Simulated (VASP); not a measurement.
# AlN (P6_3mc) in VASP: a series of runs, part 3 of 3

VASP 6.6.1.

### Step 6. Single point, PBE

The input, INCAR:

```
  PREC = Accurate
  ENCUT = 520
  EDIFF = 1E-6
  ISMEAR = 0
  SIGMA = 0.02
  LREAL = False
  LASPH = True
  NELM = 100
  ALGO = Normal
  ISIF = 2
  LWAVE = False
  LCHARG = True
  GGA = PE
  LELF = True
  LVHAR = True
  NBANDS = 16
```

The input, KPOINTS:

```
regular mesh
0
Gamma
  10 10 6
```

The input, POSCAR:

```
AlN
1.0
    3.1130000000      0.0000000000      0.0000000000
   -1.5565000000      2.6959370820      0.0000000000
    0.0000000000      0.0000000000      4.9810000000
Al N
2 2
Direct
    0.6666666667      0.3333333333      0.5000000000
    0.3333333333      0.6666666667      0.0000000000
    0.6666666667      0.3333333333      0.8800000000
    0.3333333333      0.6666666667      0.3800000000
```

Potentials or basis: VASP PAW PBE potentials, release 64 (Al, N).

On the command line:

```
cat potpaw_PBE.64/Al/POTCAR potpaw_PBE.64/N/POTCAR > POTCAR
mpirun -np 1 vasp_std > vasp.out
```

OUTCAR:

```text
PREC = Accurate
   ENCUT = 520
   EDIFF = 1E-6
   ISMEAR = 0
   LREAL = False
   LASPH = True
   NELM = 100
   ISIF = 2
   GGA = PE

 ion  position               nearest neighbor table
   1  0.667  0.333  0.500-   3 1.89   4 1.89   4 1.89   4 1.89   2 3.07   2 3.07   2 3.07   2 3.07
                             2 3.07   2 3.07
   2  0.333  0.667  0.000-   4 1.89   3 1.89   3 1.89   3 1.89   1 3.07   1 3.07   1 3.07   1 3.07
                             1 3.07   1 3.07
   3  0.667  0.333  0.880-   1 1.89   2 1.89   2 1.89   2 1.89
   4  0.333  0.667  0.380-   2 1.89   1 1.89   1 1.89   1 1.89

  LATTYP: Found a hexagonal cell.
 ALAT       =     3.1130000000
 C/A-ratio  =     1.6000642467

  Lattice vectors:

 A1 = (   3.1130000000,   0.0000000000,   0.0000000000)
 A2 = (  -1.5565000000,   2.6959370820,   0.0000000000)
 A3 = (   0.0000000000,   0.0000000000,   4.9810000000)

Analysis of symmetry for initial positions (statically):
=====================================================================
 Subroutine PRICEL returns:
 Original cell was already a primitive cell.

[... 179 lines left out ...]
 cond. band min:      10.3450094939   @ k =   0.0000   0.0000   0.0000
 fundamental gap:      4.2236690530
 Fermi energy:         6.2806318121

 k-point     1 :       0.0000    0.0000    0.0000
  band No.  band energies     occupation
      1      -9.0374      2.00000
      2      -6.8891      2.00000
      3       0.1487      2.00000
      4       5.2898      2.00000
      5       5.2898      2.00000
      6       5.9418      2.00000
[... 433 lines left out ...]
      3       0.7425      2.00000
      4       1.7538      2.00000
      5       3.0734      2.00000
      6       3.8578      2.00000
[... 8 lines left out ...]
     15      18.7698      0.00000
     16      21.0507      0.00000

 [... further k-points ...]

------------------------ aborting loop because EDIFF is reached ----------------------------------------

  FORCE on cell =-STRESS in cart. coord.  units (eV):
  Direction    XX          YY          ZZ          XY          YZ          ZX
  --------------------------------------------------------------------------------------
  -------------------------------------------------------------------------------------
  Total        0.7604337      0.7604337      1.1933104      0.0000000      0.0000000     -0.0000000
  in kB       29.1451672     29.1451672     45.7360430      0.0000000      0.0000000     -0.0000000
  external PRESSURE =      34.6754591 kB  Pullay stress =       0.0000000 kB

 VOLUME and BASIS-vectors are now :
 -----------------------------------------------------------------------------
  energy-cutoff  :      520.00
  volume of cell :       41.80
      direct lattice vectors                 reciprocal lattice vectors
     3.113000000  0.000000000  0.000000000     0.321233537  0.185464269  0.000000000
    -1.556500000  2.695937082  0.000000000     0.000000000  0.370928538  0.000000000
     0.000000000  0.000000000  4.981000000     0.000000000  0.000000000  0.200762899

 POSITION                                       TOTAL-FORCE (eV/Angst)
 -----------------------------------------------------------------------------------
      1.55650      0.89865      2.49050         0.000000     -0.000000     -0.128901
     -0.00000      1.79729      0.00000        -0.000000      0.000000     -0.128901
      1.55650      0.89865      4.38328         0.000000      0.000000      0.128901
     -0.00000      1.79729      1.89278        -0.000000     -0.000000      0.128901
 -----------------------------------------------------------------------------------
    total drift:                               -0.000000     -0.000000      0.000429

  FREE ENERGIE OF THE ION-ELECTRON SYSTEM (eV)
  ---------------------------------------------------
  free  energy   TOTEN  =       -29.7712740720 eV

  energy  without entropy=      -29.7712740720  energy(sigma->0) =      -29.77127407
```

OSZICAR:

```text
N       E                     dE             d eps       ncg     rms          rms(c)
DAV:   1     0.444985231477E+02    0.44499E+02   -0.73459E+03  1792   0.894E+02
DAV:   2    -0.308743315479E+02   -0.75373E+02   -0.69039E+02  2544   0.192E+02
DAV:   3    -0.344957045134E+02   -0.36214E+01   -0.36108E+01  2232   0.433E+01
DAV:   4    -0.345178860447E+02   -0.22182E-01   -0.22180E-01  2232   0.385E+00
DAV:   5    -0.345181748428E+02   -0.28880E-03   -0.28880E-03  2280   0.439E-01    0.122E+01
DAV:   6    -0.297590334100E+02    0.47591E+01   -0.10671E+01  2152   0.237E+01    0.416E+00
DAV:   7    -0.297831164661E+02   -0.24083E-01   -0.68071E-01  1920   0.580E+00    0.295E+00
DAV:   8    -0.297758548933E+02    0.72616E-02   -0.60938E-02  2016   0.227E+00    0.598E-01
DAV:   9    -0.297707275241E+02    0.51274E-02   -0.12407E-02  2368   0.823E-01    0.247E-01
DAV:  10    -0.297713547637E+02   -0.62724E-03   -0.23156E-03  1936   0.302E-01    0.134E-01
DAV:  11    -0.297712711475E+02    0.83616E-04   -0.18062E-04  2080   0.103E-01    0.330E-02
DAV:  12    -0.297712742358E+02   -0.30883E-05   -0.11659E-05  2040   0.272E-02    0.708E-03
DAV:  13    -0.297712740720E+02    0.16379E-06   -0.44219E-06  2040   0.163E-02
   1 F= -.29771274E+02 E0= -.29771274E+02  d E =-.531025E-32
```

It took 50 s on 1 thread of Intel Xeon 8259CL, shared host; peak memory 0.17 GiB.

Results:

```
Free energy            : -29.7713 eV
Pressure               : 3.5 GPa
Largest force          : 0.129 eV/Å
Band gap on the k mesh : 4.22 eV
```

Forces on the atoms (eV/Å):
```
Al   0.000  0.000 -0.129
Al   0.000  0.000 -0.129
N    0.000  0.000  0.129
N    0.000  0.000  0.129
```

Caveat: the cell stands under pressure. PBE gaps usually lie below the measured ones, often by a third to a half.

### Step 7. Summary

```tsv
smearing	gap on the mesh (eV)	pressure (GPa)	largest force (eV/Å)
gaussian 0.014 eV	4.22	3.5	0.13
gaussian 0.015 eV	4.22	3.5	0.13
gaussian 0.016 eV	4.22	3.5	0.13
gaussian 0.017 eV	4.22	3.5	0.13
gaussian 0.02 eV	4.22	3.5	0.13
```

Alike in all rows: task single point; level PBE; potentials or basis VASP PAW PBE potentials, release 64 (Al, N); no spin polarisation; cell as given; k mesh 10 × 10 × 6; cutoff (eV) 520.

Caveats: the cell stands under pressure.

Absolute energies hang on the potentials; compare differences alone.
